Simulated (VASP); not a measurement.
# MgF2 in VASP: single point with PBE-based screened hybrid with 100 % exact exchange

Aim: the single point of MgF2 with PBE-based screened hybrid with 100 % exact exchange.

Program: VASP 6.6.1. These are calculated values, not measurements. Logs are shortened: lines on timing, memory, paths and dates and some standing lists are left out, and cuts for length are marked.

## (1) The cell of the first run

The typed cell holds 6 atoms: a = 4.622 Å, b = 4.622 Å, c = 3.046 Å, α = 90.00°, β = 90.00°, γ = 90.00°.

## (2) Single point, PBE-based screened hybrid with 100 % exact exchange

Contents of POSCAR:

```
MgF2
1.0
    4.6218997728      0.0000000000      0.0000000000
    0.0000000000      4.6220926162      0.0000000000
    0.0000000000      0.0000000000      3.0461460124
Mg F
2 4
Direct
    0.5000000000      0.5000000000      0.5000000000
    0.0000000000      0.0000000000      0.0000000000
    0.8029114217      0.1970073647      0.5000000000
    0.1970885783      0.8029926353      0.5000000000
    0.3029114217      0.3029926353      0.0000000000
    0.6970885783      0.6970073647      0.0000000000
```

Contents of INCAR.step1:

```
SYSTEM = MgF2
  PREC = Accurate
  ENCUT = 520
  EDIFF = 1E-5
  ISMEAR = 0
  SIGMA = 0.01
  LREAL = .False.
  LASPH = .True.
  NELM = 120
  ALGO = Normal
  ISIF = 2
  LWAVE = .True.
  LCHARG = .False.
  GGA = PE
  NBANDS = 25
  GGA_COMPAT = .False.
  KPAR = 4
```

Contents of INCAR.step2:

```
SYSTEM = MgF2
  PREC = Accurate
  ENCUT = 520
  EDIFF = 1E-6
  ISMEAR = 0
  SIGMA = 0.01
  LREAL = .False.
  LASPH = .True.
  NELM = 120
  ALGO = Normal
  ISIF = 2
  LWAVE = .False.
  LCHARG = .False.
  GGA = PE
  LHFCALC = .True.
  AEXX = 1.0
  HFSCREEN = 0.2078
  PRECFOCK = Normal
  ISTART = 1
  NBANDS = 25
  ALDAC = 1.0
  AGGAC = 1.0
  GGA_COMPAT = .False.
  KPAR = 4
```

Contents of KPOINTS:

```
regular mesh
0
Gamma
  4 4 4
  0 0 0
```

Potentials or basis: VASP PAW PBE potentials, release 64 (Mg, F).

On the command line:

```console
$ cat potpaw_PBE.64/Mg/POTCAR potpaw_PBE.64/F/POTCAR > POTCAR
$ cp INCAR.step1 INCAR
$ mpirun -np 4 vasp_std > vasp.out
$ cp INCAR.step2 INCAR
$ mpirun -np 4 vasp_std > vasp.out
```

OUTCAR:

```text
SYSTEM = MgF2
   PREC = Accurate
   ENCUT = 520
   EDIFF = 1E-6
   ISMEAR = 0
   LREAL = .False.
   LASPH = .True.
   NELM = 120
   ISIF = 2
   GGA = PE
   LHFCALC = .True.
   AEXX = 1.0
   HFSCREEN = 0.2078
   PRECFOCK = Normal
   ISTART = 1

 ion  position               nearest neighbor table
   1  0.500  0.500  0.500-   3 1.98   4 1.98   5 1.99   6 1.99   5 1.99   6 1.99   2 3.61   2 3.61
                             2 3.61   2 3.61   2 3.61   2 3.61   2 3.61   2 3.61
   2  0.000  0.000  0.000-   5 1.98   6 1.98   3 1.99   4 1.99   3 1.99   4 1.99   1 3.61   1 3.61
                             1 3.61   1 3.61   1 3.61   1 3.61   1 3.61   1 3.61
   3  0.803  0.197  0.500-   1 1.98   2 1.99   2 1.99
   4  0.197  0.803  0.500-   1 1.98   2 1.99   2 1.99
   5  0.303  0.303  0.000-   2 1.98   1 1.99   1 1.99
   6  0.697  0.697  0.000-   2 1.98   1 1.99   1 1.99

  LATTYP: Found a simple orthorhombic cell.
 ALAT       =     3.0461460124
 B/A-ratio  =     1.5172942315
 C/A-ratio  =     1.5173575388

  Lattice vectors:

 A1 = (   0.0000000000,   0.0000000000,   3.0461460124)
 A2 = (   4.6218997728,   0.0000000000,   0.0000000000)
 A3 = (   0.0000000000,   4.6220926162,   0.0000000000)

Analysis of symmetry for initial positions (statically):
=====================================================================
 Subroutine PRICEL returns:
 Original cell was already a primitive cell.

 Routine SETGRP: Setting up the symmetry group for a
 simple orthorhombic supercell.

 Subroutine GETGRP returns: Found  8 space group operations
 (whereof  4 operations were pure point group operations)
 out of a pool of  8 trial point group operations.

The static configuration has the point symmetry C_2h.
 The point group associated with its full space group is D_2h.

Analysis of symmetry for dynamics (positions and initial velocities):
=====================================================================
 Subroutine PRICEL returns:
 Original cell was already a primitive cell.

 Routine SETGRP: Setting up the symmetry group for a
 simple orthorhombic supercell.

 Subroutine GETGRP returns: Found  8 space group operations
 (whereof  4 operations were pure point group operations)
 out of a pool of  8 trial point group operations.

The dynamic configuration has the point symmetry C_2h.
 The point group associated with its full space group is D_2h.
[... 115 lines left out ...]
   POTIM  = 0.5000    time-step for ionic-motion
   TEBEG  =    0.0;   TEEND  =   0.0 temperature during run
   PSTRESS=    0.0 pullay stress
   NELECT =      32.0000    total number of electrons
   NUPDOWN=      -1.0000    fix difference up-down
   EMIN   =  10.00;   EMAX   =-10.00  energy-range for DOS
   EFERMI =   0.00;   METHOD = LEGACY
   ISMEAR =     0;   SIGMA  =   0.01  broadening in eV -4-tet -1-fermi 0-gaus
   EFERMI_NEDOS =   21; number of points for ismear=-14 and -15
   IALGO  =     38    algorithm
   IMIX   =      1    mixing-type and parameters
     AMIX     =   0.40;   BMIX     =  1.00
     AMIX_MAG =   1.60;   BMIX_MAG =  1.00
  volume/ion in A,a.u.               =      10.85        73.19
  Fermi-wavevector in a.u.,A,eV,Ry     =   1.292176  2.441858 22.717889  1.669718
  Thomas-Fermi vector in A             =   2.423900
   LORBIT       =      0    0 simple, 1 ext, 2 COOP (PROOUT), +10 PAW based schemes
   GGA     = PE    functional components
   LHFCALC =     T    Hartree Fock is set to
   PRECFOCK=normal    Normal, Fast or Accurate (Low or Medium for compatibility)
   ENCUT4O =  -1.0   cutoff for four orbital integrals eV
   NKREDX  =     1    reduce k-point grid by
   NKREDY  =     1    reduce k-point grid by
   NKREDZ  =     1    reduce k-point grid by
   AEXX    =    1.0000 exact exchange contribution
   HFSCREEN=    0.2078 screening length (either q_TF or 0.3 A-1)
   HFSCREENC=   0.2078 screening length for correlation (either q_TF or 0.3 A-1)
   ENCUTFOCK=  -1.0 apply spherical cutoff to Coloumb kernel
   IVDW    =     0    specifies the selected vdW correction
   LEPSILON=     F    determine dielectric tensor
   LRPA    =     F    only Hartree local field effects (RPA)
 non-spin polarized calculation
 Gauss-broadening in eV      SIGMA  =   0.01
  energy-cutoff  :      520.00
  volume of cell :       65.07
 maximum number of plane-waves:      1772
 NGX is ok and might be reduce to    36
  NGX = 28; NGY = 28; NGZ = 18

 number of electron      32.0000031 magnetization

 Free energy of the ion-electron system (eV)
  ---------------------------------------------------
  ext. energy  EPLUGINS =         0.00000000
  ---------------------------------------------------
  free energy    TOTEN  =       -59.80519525 eV

  energy without entropy =      -59.80519525  energy(sigma->0) =      -59.80519525

 E-fermi :  -8.4819     XC(G=0):  -2.8510

 val. band max:       -8.5784551502   @ k =   0.0000   0.0000   0.0000
 cond. band min:       8.0083449560   @ k =   0.0000   0.0000   0.0000
 fundamental gap:     16.5868001062
 Fermi energy:        -8.4819073687

 k-point     1 :       0.0000    0.0000    0.0000
  band No.  band energies     occupation
      1     -35.4534      2.00000
      2     -34.5721      2.00000
      3     -34.5721      2.00000
      4     -34.4640      2.00000
      5     -12.8971      2.00000
      6     -11.3382      2.00000
[... 661 lines left out ...]
     24      17.5120      0.00000
     25      19.0192      0.00000

 [... further k-points ...]

------------------------ aborting loop because EDIFF is reached ----------------------------------------

  FORCE on cell =-STRESS in cart. coord.  units (eV):
  Direction    XX          YY          ZZ          XY          YZ          ZX
  --------------------------------------------------------------------------------------
  -------------------------------------------------------------------------------------
  Total       -3.2300655     -3.2302969     -3.7597501      0.0000000      0.0000000      0.0000000
  in kB      -79.5265280    -79.5322262    -92.5677442      0.0000000      0.0000000      0.0000000
  external PRESSURE =     -83.8754995 kB  Pullay stress =       0.0000000 kB

 VOLUME and BASIS-vectors are now :
 -----------------------------------------------------------------------------
  energy-cutoff  :      520.00
  volume of cell :       65.07
      direct lattice vectors                 reciprocal lattice vectors
     4.621899773  0.000000000  0.000000000     0.216361247  0.000000000  0.000000000
     0.000000000  4.622092616  0.000000000     0.000000000  0.216352220  0.000000000
     0.000000000  0.000000000  3.046146012     0.000000000  0.000000000  0.328283673

 POSITION                                       TOTAL-FORCE (eV/Angst)
 -----------------------------------------------------------------------------------
      2.31095      2.31105      1.52307         0.000000      0.000000      0.000000
      0.00000      0.00000      0.00000         0.000000      0.000000      0.000000
      3.71098      0.91059      1.52307         0.093777     -0.093509      0.000000
      0.91092      3.71151      1.52307        -0.093777      0.093509     -0.000000
      1.40003      1.40046      0.00000         0.093777      0.093509      0.000000
      3.22187      3.22163      0.00000        -0.093777     -0.093509     -0.000000
 -----------------------------------------------------------------------------------
    total drift:                               -0.000029      0.000016     -0.000000

  FREE ENERGIE OF THE ION-ELECTRON SYSTEM (eV)
  ---------------------------------------------------
  free  energy   TOTEN  =       -59.8051952515 eV

  energy  without entropy=      -59.8051952515  energy(sigma->0) =      -59.80519525
```

Wall time 15 min (4 MPI ranks of Intel Xeon 6975P-C (Granite Rapids), shared host); peak memory 0.31 GiB.

Results:

* Free energy: -59.8052 eV
* Pressure: -8.4 GPa
* Largest force: 0.132 eV/Å
* Band gap on the k mesh: 16.59 eV

Forces on the atoms (eV/Å):
```
Mg   0.000  0.000  0.000
Mg   0.000  0.000  0.000
F    0.094 -0.094  0.000
F   -0.094  0.094  0.000
F    0.094  0.094  0.000
F   -0.094 -0.094  0.000
```

Stress tensor (GPa, compression positive):
```
-7.95  0.00  0.00
 0.00 -7.95  0.00
 0.00  0.00 -9.26
```

Caveat: the k points lie up to 0.52 Å⁻¹ apart; the PAW data sets were made with another functional, which shifts forces and pressure a little.
